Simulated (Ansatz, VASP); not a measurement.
# One calculation of Al2O3, two programs

```xyz
5
Lattice="3.2589 0.0000 0.0000 -1.6294 2.8223 0.0000 0.0000 0.0000 6.9687" Properties=species:S:1:pos:R:3 pbc="T T T"
Al    0.0000    0.0000    1.9369
Al    0.0000    0.0000    5.0317
O     0.0000    1.8815    1.3899
O     1.6294    0.9408    5.5787
O     0.0000    0.0000    3.4843
```

Change from the starting cell: strain +0.080 along x and y, -0.080 along z, atoms carried along.

Alike in both runs: task single point; functional r2SCAN; k mesh 12 × 12 × 4; occupations gaussian, width 0.05 eV; no spin polarisation.

```csv
,VASP,Ansatz
version,VASP 6.6.1,Ansatz 0.2.0
potentials or method,"VASP PAW PBE potentials, release 64 (Al, O), cutoff 520 eV","scalar-relativistic, plane waves, PAW"
valence electrons in the cell,24,24
```

```csv
,VASP,Ansatz,Ansatz less VASP
gap on the k mesh at the Fermi level (eV),3.52,3.53,+0.007
least direct gap on the mesh (eV),3.89,3.90,+0.008
pressure (GPa),-5.0,-5.1,-0.10
"traceless stress, the component that is largest in VASP (GPa)",48.46,47.49,-0.967
rms of the force components (eV/Å),2.300,2.238,-0.0622
```

VASP's potentials were made for PBE, not for r2SCAN. Atom by atom the forces differ by 0.062 eV/Å (rms over components).
